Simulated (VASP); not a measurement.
# Co (Fd-3m) in VASP: further runs

Co is run at these levels: PBE; tasks: single point.

All numbers are computed with VASP 6.6.1; they aren't measurements. Logs are shortened: lines on timing, memory, paths and dates and some standing lists are left out, and cuts for length are marked.

## 1. The cell of the first run

The structure is cubic, space group Fd-3m (No. 227). The conventional cell has a = 4.925 Å, b = 4.925 Å, c = 4.925 Å, α = 90.00°, β = 90.00°, γ = 90.00°. Within 2.8 Å of Co (site symmetry -43m) lie 4 Co at 2.13 Å.

## 2. Single point, PBE

Contents of INCAR:

```
SYSTEM = Co
PREC = Accurate
ENCUT = 600
EDIFF = 1E-6
ISMEAR = -1
SIGMA = 0.1
LREAL = .FALSE.
LASPH = .TRUE.
NELM = 120
ALGO = Normal
ISIF = 2
LWAVE = .FALSE.
LCHARG = .TRUE.
GGA = PE
LELF = .TRUE.
LVHAR = .TRUE.
NBANDS = 24
GGA_COMPAT = .FALSE.
```

Contents of KPOINTS:

```
Automatic mesh
0
G
  12 12 12
  0 0 0
```

Contents of POSCAR:

```
Co
1.0
    0.0000000000      2.4626286587      2.4626286587
    2.4626286587      0.0000000000      2.4626286587
    2.4626286587      2.4626286587      0.0000000000
Co
2
Direct
    0.1250000000      0.1250000000      0.1250000000
    0.8750000000      0.8750000000      0.8750000000
```

Potentials or basis: VASP PAW PBE potentials, release 64 (Co_sv).

Launch:

```console
cat potpaw_PBE.64/Co_sv/POTCAR > POTCAR
mpirun -np 1 vasp_std > vasp.out
```

OUTCAR:

```text
SYSTEM = Co
   PREC = Accurate
   ENCUT = 600
   EDIFF = 1E-6
   ISMEAR = -1
   LREAL = .FALSE.
   LASPH = .TRUE.
   NELM = 120
   ISIF = 2
   GGA = PE

 ion  position               nearest neighbor table
   1  0.125  0.125  0.125-   2 2.13   2 2.13   2 2.13   2 2.13
   2  0.875  0.875  0.875-   1 2.13   1 2.13   1 2.13   1 2.13

  LATTYP: Found a face centered cubic cell.
 ALAT       =     4.9252573174

  Lattice vectors:

 A1 = (   0.0000000000,   2.4626286587,   2.4626286587)
 A2 = (   2.4626286587,   0.0000000000,   2.4626286587)
 A3 = (   2.4626286587,   2.4626286587,   0.0000000000)

Analysis of symmetry for initial positions (statically):
=====================================================================
 Subroutine PRICEL returns:
 Original cell was already a primitive cell.

 Routine SETGRP: Setting up the symmetry group for a
 face centered cubic supercell.

 Subroutine GETGRP returns: Found 48 space group operations
 (whereof 12 operations were pure point group operations)
 out of a pool of 48 trial point group operations.

The static configuration has the point symmetry D_3d.
 The point group associated with its full space group is O_h .

Analysis of symmetry for dynamics (positions and initial velocities):
=====================================================================
 Subroutine PRICEL returns:
 Original cell was already a primitive cell.

 Routine SETGRP: Setting up the symmetry group for a
 face centered cubic supercell.

 Subroutine GETGRP returns: Found 48 space group operations
 (whereof 12 operations were pure point group operations)
 out of a pool of 48 trial point group operations.

The dynamic configuration has the point symmetry D_3d.
 The point group associated with its full space group is O_h .

 Subroutine INISYM returns: Found 48 space group operations
 (whereof 12 operations are pure point group operations),
 and found     1 'primitive' translations

----------------------------------------------------------------------------------------

                                     Primitive cell

  volume of cell :      29.8694

  direct lattice vectors                    reciprocal lattice vectors
     0.000000000  2.462628659  2.462628659    -0.203035077  0.203035077  0.203035077
     2.462628659  0.000000000  2.462628659     0.203035077 -0.203035077  0.203035077
[... 74 lines left out ...]
   NGXF,Y,Z  is equivalent  to a cutoff of  26.73, 26.73, 26.73 a.u.
 SYSTEM =  Co
   PREC   = accura    normal or accurate (medium, high low for compatibility)
   ISTART =      0    job   : 0-new  1-cont  2-samecut
   ICHARG =      2    charge: 1-file 2-atom 10-const
   ISPIN  =      1    spin polarized calculation?
   LNONCOLLINEAR =      F non collinear calculations
   LSORBIT =      F    spin-orbit coupling
   LASPH  =      T    aspherical Exc in radial PAW
   ENCUT  =  600.0 eV  44.10 Ry    6.64 a.u.   6.96  6.96  6.96*2*pi/ulx,y,z
   NELM   =    120;   NELMIN=  2; NELMDL= -5     # of ELM steps
   EDIFF  = 0.1E-05   stopping-criterion for ELM
   LREAL  =      F    real-space projection
   EDIFFG = 0.1E-04   stopping-criterion for IOM
   NSW    =      0    number of steps for IOM
   IBRION =     -1    ionic relax: 0-MD 1-quasi-New 2-CG
   NFREE  =      0    steps in history (QN), initial steepest desc. (CG)
   ISIF   =      2    stress and relaxation
   ISYM   =      2    0-nonsym 1-usesym 2-fastsym
   POTIM  = 0.5000    time-step for ionic-motion
   TEBEG  =    0.0;   TEEND  =   0.0 temperature during run
   PSTRESS=    0.0 pullay stress
   NELECT =      34.0000    total number of electrons
   NUPDOWN=      -1.0000    fix difference up-down
   EMIN   =  10.00;   EMAX   =-10.00  energy-range for DOS
   EFERMI =   0.00;   METHOD = LEGACY
   ISMEAR =    -1;   SIGMA  =   0.10  broadening in eV -4-tet -1-fermi 0-gaus
   EFERMI_NEDOS =   21; number of points for ismear=-14 and -15
   IALGO  =     38    algorithm
   IMIX   =      4    mixing-type and parameters
     AMIX     =   0.40;   BMIX     =  1.00
     AMIX_MAG =   1.60;   BMIX_MAG =  1.00
  volume/ion in A,a.u.               =      14.93       100.78
  Fermi-wavevector in a.u.,A,eV,Ry     =   1.709329  3.230163 39.753557  2.921804
  Thomas-Fermi vector in A             =   2.787832
   LORBIT       =      0    0 simple, 1 ext, 2 COOP (PROOUT), +10 PAW based schemes
   GGA     = PE    functional components
   LHFCALC =     F    Hartree Fock is set to
   AEXX    =    0.0000 exact exchange contribution
   IVDW    =     0    specifies the selected vdW correction
   LEPSILON=     F    determine dielectric tensor
   LRPA    =     F    only Hartree local field effects (RPA)
 non-spin polarized calculation
  energy-cutoff  :      600.00
  volume of cell :       29.87
 maximum number of plane-waves:      1018
   NGX = 13   NGY = 13   NGZ = 13

 number of electron      33.9999992 magnetization

 Free energy of the ion-electron system (eV)
  ---------------------------------------------------
  ext. energy  EPLUGINS =         0.00000000
  ---------------------------------------------------
  free energy    TOTEN  =       -11.57181011 eV

  energy without entropy =      -11.43024963  energy(sigma->0) =      -11.50102987

 E-fermi :   7.5573     XC(G=0): -11.6858

 val. band max:        7.5552252125   @ k =   0.3333   0.1667   0.0833
 cond. band min:       7.5817568309   @ k =  -0.1667   0.1667   0.0000
 fundamental gap:      0.0265316184
 Fermi energy:         7.5573208786

 k-point     1 :       0.0000    0.0000    0.0000
  band No.  band energies     occupation
      1     -87.7229      2.00000
      2     -87.4884      2.00000
      3     -51.0959      2.00000
      4     -51.0959      2.00000
      5     -51.0959      2.00000
      6     -50.7006      2.00000
[... 637 lines left out ...]
     23      18.9949      0.00000
     24      22.9977      0.00000

 [... further k-points ...]
[... 5 lines left out ...]
  --------------------------------------------------------------------------------------
  -------------------------------------------------------------------------------------
  Total       -0.4843504     -0.4843504     -0.4843504      0.0000000      0.0000000     -0.0000000
  in kB      -25.9802560    -25.9802560    -25.9802560      0.0000000      0.0000000     -0.0000000
  external PRESSURE =     -25.9802560 kB  Pullay stress =       0.0000000 kB

 VOLUME and BASIS-vectors are now :
 -----------------------------------------------------------------------------
  energy-cutoff  :      600.00
  volume of cell :       29.87
      direct lattice vectors                 reciprocal lattice vectors
     0.000000000  2.462628659  2.462628659    -0.203035077  0.203035077  0.203035077
     2.462628659  0.000000000  2.462628659     0.203035077 -0.203035077  0.203035077
     2.462628659  2.462628659  0.000000000     0.203035077  0.203035077 -0.203035077

 POSITION                                       TOTAL-FORCE (eV/Angst)
 -----------------------------------------------------------------------------------
      0.61566      0.61566      0.61566        -0.000000      0.000000      0.000000
      4.30960      4.30960      4.30960         0.000000     -0.000000     -0.000000
 -----------------------------------------------------------------------------------
    total drift:                                0.000000      0.000000      0.000000

  FREE ENERGIE OF THE ION-ELECTRON SYSTEM (eV)
  ---------------------------------------------------
  free  energy   TOTEN  =       -11.5718101078 eV

  energy  without entropy=      -11.4302496301  energy(sigma->0) =      -11.50102987
```

stdout:

```text
POSCAR found type information on POSCAR Co
 POSCAR found :  1 types and       2 ions
 scaLAPACK will be used
 LDA part: xc-table for (Slater+PW92), standard interpolation
 POSCAR, INCAR and KPOINTS ok, starting setup
 FFT: planning ... GRIDC
 FFT: planning ... GRID_SOFT
 FFT: planning ... GRID
 WAVECAR not read
 entering main loop
```

It took 35 s on 1 thread of Intel Xeon Platinum 8488C (Sapphire Rapids), shared host; peak memory 0.18 GiB.

What came out:

```
Free energy            : -11.5718 eV
Pressure               : -2.6 GPa
Band gap on the k mesh : zero (band 17 reaches 8.04 eV, above the bottom of band 18 at 7.30 eV)
```

Caveat: the run has no spin polarisation, though such a crystal can be magnetic. Spin polarisation is off, so any magnetic state and its effect on volume and gap are missing.

## 3. Single point, PBE (volume scaled by 0.92)

Edit INCAR of step 2 so:

```diff
@@ -12,6 +12,4 @@
 LWAVE = .FALSE.
-LCHARG = .TRUE.
+LCHARG = .FALSE.
 GGA = PE
-LELF = .TRUE.
-LVHAR = .TRUE.
 NBANDS = 24
```

Contents of KPOINTS:

```
regular mesh
0
G
  12 12 12
  0 0 0
```

Contents of POSCAR:

```
Co
1.0
    0.0000000000      2.3951251166      2.3951251166
    2.3951251166      0.0000000000      2.3951251166
    2.3951251166      2.3951251166      0.0000000000
Co
2
Direct
    0.1250000000      0.1250000000      0.1250000000
    0.8750000000      0.8750000000      0.8750000000
```

Potentials or basis: VASP PAW PBE potentials, release 64 (Co_sv).

Launch:

```console
cat potpaw_PBE.64/Co_sv/POTCAR > POTCAR
mpirun -np 1 vasp_std > vasp.out
```

OUTCAR:

```text
SYSTEM = Co
   PREC = Accurate
   ENCUT = 600
   EDIFF = 1E-6
   ISMEAR = -1
   LREAL = .FALSE.
   LASPH = .TRUE.
   NELM = 120
   ISIF = 2
   GGA = PE

 ion  position               nearest neighbor table
   1  0.125  0.125  0.125-   2 2.07   2 2.07   2 2.07   2 2.07
   2  0.875  0.875  0.875-   1 2.07   1 2.07   1 2.07   1 2.07

  LATTYP: Found a face centered cubic cell.
 ALAT       =     4.7902502332

  Lattice vectors:

 A1 = (   0.0000000000,   2.3951251166,   2.3951251166)
[... 189 lines left out ...]
      3     -50.2164      2.00000
      4     -50.2164      2.00000
      5     -50.2164      2.00000
      6     -49.7125      2.00000
[... 637 lines left out ...]
     23      20.5887      0.00000
     24      24.8764      0.00000

 [... further k-points ...]
[... 5 lines left out ...]
  --------------------------------------------------------------------------------------
  -------------------------------------------------------------------------------------
  Total        1.7607690      1.7607690      1.7607690     -0.0000000      0.0000000     -0.0000000
  in kB      102.6593138    102.6593138    102.6593138     -0.0000000      0.0000000     -0.0000000
  external PRESSURE =     102.6593138 kB  Pullay stress =       0.0000000 kB

 VOLUME and BASIS-vectors are now :
 -----------------------------------------------------------------------------
  energy-cutoff  :      600.00
  volume of cell :       27.48
      direct lattice vectors                 reciprocal lattice vectors
     0.000000000  2.395125117  2.395125117    -0.208757362  0.208757362  0.208757362
     2.395125117  0.000000000  2.395125117     0.208757362 -0.208757362  0.208757362
     2.395125117  2.395125117  0.000000000     0.208757362  0.208757362 -0.208757362

 POSITION                                       TOTAL-FORCE (eV/Angst)
 -----------------------------------------------------------------------------------
      0.59878      0.59878      0.59878         0.000000      0.000000      0.000000
      4.19147      4.19147      4.19147        -0.000000     -0.000000     -0.000000
 -----------------------------------------------------------------------------------
    total drift:                                0.000000      0.000000     -0.000000

  FREE ENERGIE OF THE ION-ELECTRON SYSTEM (eV)
  ---------------------------------------------------
  free  energy   TOTEN  =       -11.4811329760 eV

  energy  without entropy=      -11.3564552732  energy(sigma->0) =      -11.41879412
```

Run time: 23 s. Hardware: 1 thread of Intel Xeon 6975P-C (Granite Rapids), shared host; peak memory 0.18 GiB.

What came out:

```
Free energy            : -11.4811 eV
Pressure               : 10.3 GPa
Band gap on the k mesh : zero (band 17 reaches 9.21 eV, above the bottom of band 18 at 8.37 eV)
```

Caveat: the run has no spin polarisation, though such a crystal can be magnetic.

## 4. Single point, PBE (volume scaled by 0.96)

Contents of INCAR:

```
PREC = Accurate ; ENCUT = 600
EDIFF = 1E-6 ; ISMEAR = -1
SIGMA = 0.1 ; LREAL = False
LASPH = True ; NELM = 120
ALGO = Normal ; ISIF = 2
LWAVE = False ; LCHARG = False
GGA = PE ; NBANDS = 24
GGA_COMPAT = False
```

Contents of KPOINTS:

```
regular mesh
0
Gamma
  12 12 12
```

Contents of POSCAR:

```
Co
1.0
    0.0000000000      2.4293458131      2.4293458131
    2.4293458131      0.0000000000      2.4293458131
    2.4293458131      2.4293458131      0.0000000000
Co
2
Direct
    0.1250000000      0.1250000000      0.1250000000
    0.8750000000      0.8750000000      0.8750000000
```

Launch:

```console
cat potpaw_PBE.64/Co_sv/POTCAR > POTCAR
mpirun -np 1 vasp_std > vasp.out
```

Run time: 25 s. Hardware: 1 thread of Intel Xeon 6975P-C (Granite Rapids), shared host; peak memory 0.18 GiB.

Results (log left out):

```
Free energy            : -11.5508 eV
Pressure               : 3.1 GPa
Band gap on the k mesh : zero (band 17 reaches 8.60 eV, above the bottom of band 18 at 7.81 eV)
```

Levels at points of the mesh, in eV from the Fermi level:
| k point | band 15 | band 16 | band 17 | band 18 | band 19 | band 20 |
| --- | --- | --- | --- | --- | --- | --- |
| (0.00, 0.00, 0.00) | -1.10 | -1.10 | -1.10 | 0.32 | 0.32 | 13.61 |
| (0.50, 0.00, 0.00) | -1.61 | -0.61 | -0.61 | 0.10 | 0.10 | 1.55 |
| (0.50, 0.50, 0.00) | -1.40 | -1.40 | 0.28 | 0.28 | 1.92 | 1.92 |

Caveat: the run has no spin polarisation, though such a crystal can be magnetic.

## 5. Overview

```tsv
cell	gap on the mesh (eV)	pressure (GPa)
a = 3.483 Å, angles 60.0°, 2 atoms	none	-2.6
a = 3.387 Å, angles 60.0°, 2 atoms	none	10.3
a = 3.436 Å, angles 60.0°, 2 atoms	none	3.1
```

Alike in all rows: task single point; level PBE; potentials or basis VASP PAW PBE potentials, release 64 (Co_sv); no spin polarisation; k mesh 12 × 12 × 12; cutoff (eV) 600; smearing fermi-dirac 0.1 eV.

Caveats: the run has no spin polarisation, though such a crystal can be magnetic.

Absolute energies hang on the potentials; compare differences alone.
